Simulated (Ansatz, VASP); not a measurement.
# One calculation of Si2C, two programs

INCAR

```
SYSTEM = Si2C
PREC     = Accurate       ! precision mode
ENCUT    = 520            ! plane-wave cutoff, eV
EDIFF    = 1E-6           ! SCF threshold, eV
ISMEAR   = 0              ! smearing method
SIGMA    = 0.1            ! smearing width, eV
LREAL    = .FALSE.        ! projectors in reciprocal space
LASPH    = .TRUE.         ! aspherical terms in the spheres
NELM     = 150            ! most SCF steps
ALGO     = Normal         ! electronic algorithm
ISIF     = 2              ! what is computed and relaxed
LWAVE    = .FALSE.        ! write WAVECAR
LCHARG   = .FALSE.        ! write CHGCAR
ISPIN    = 2              ! spin polarisation
MAGMOM   = 0 0 0 0 1 1    ! initial moments
LORBIT   = 11             ! projections on sites
GGA      = PE             ! functional
NBANDS   = 25             ! bands
```

The input KPOINTS:

```
regular mesh
0
G
  6 6 2
  0 0 0
```

POSCAR

```
Si2C
1.0
    2.9875509294      0.0000000000      0.0000000000
   -1.4937754647      2.5872949999      0.0000000000
    0.0000000000      0.0000000000      9.3624161239
Si C
4 2
Direct
    0.3333333333      0.6666666667      0.0000000000
    0.3333333333      0.6666666667      0.2771169266
    0.3333333333      0.6666666667      0.7228830734
    0.6666666667      0.3333333333      0.5000000000
    0.6666666667      0.3333333333      0.1943549380
    0.6666666667      0.3333333333      0.8056450620
```

Input for Ansatz:

```yaml
crystal:
  lattice:
    - [2.9875509294, 0.0, 0.0]
    - [-1.4937754647, 2.5872949999, 0.0]
    - [0.0, 0.0, 9.3624161239]
  atoms:
    - { symbol: Si, position: [0.3333333333, 0.6666666667, 0.0] }
    - { symbol: Si, position: [0.3333333333, 0.6666666667, 0.2771169266] }
    - { symbol: Si, position: [0.3333333333, 0.6666666667, 0.7228830734] }
    - { symbol: Si, position: [0.6666666667, 0.3333333333, 0.5] }
    - { symbol: C, position: [0.6666666667, 0.3333333333, 0.194354938], spin: 1.0 }
    - { symbol: C, position: [0.6666666667, 0.3333333333, 0.805645062], spin: 1.0 }
basis:
  ecutwfc: 420
kpoints:
  mp_grid: { grid: [6, 6, 2] }
hamiltonian:
  xc: pbe
scf:
  occupations: { method: gaussian, width: 0.1 }
  lower_state_search: "off"
output:
  forces: true
  stress: true
  eigenvalues: true
  populations: true
magnetization:
  spin_polarized: true
```

Alike in both runs: task single point; functional PBE; k mesh 6 × 6 × 2; occupations gaussian, width 0.1 eV; collinear spin.

|  | VASP | Ansatz |
| --- | --- | --- |
| version | VASP 6.6.1 | Ansatz 0.2.0 |
| potentials or method | VASP PAW PBE potentials, release 64 (Si, C), cutoff 520 eV | scalar-relativistic, plane waves, PAW |
| valence electrons in the cell | 24 | 24 |

VASP gave:

```
gap on the k mesh at the Fermi level (eV)                     : none
pressure (GPa)                                                : 0.2
traceless stress, the component that is largest in VASP (GPa) : -0.50
rms of the force components (eV/Å)                            : 0.007
net moment per atom (μB)                                      : 0.00
```

**Question.** Estimate Ansatz's values.

**Answer.** gap on the k mesh at the Fermi level (eV): none; pressure (GPa): 0.2; traceless stress, the component that is largest in VASP (GPa): -0.38; rms of the force components (eV/Å): 0.004; net moment per atom (μB): 0.00.

Atom by atom the forces differ by 0.004 eV/Å (rms over components). A gap of «none» marks a metal or a gap that the smearing closes. Ansatz's warnings: seeded moment not kept.

The k mesh is coarse, so the values compare programs but aren't converged.
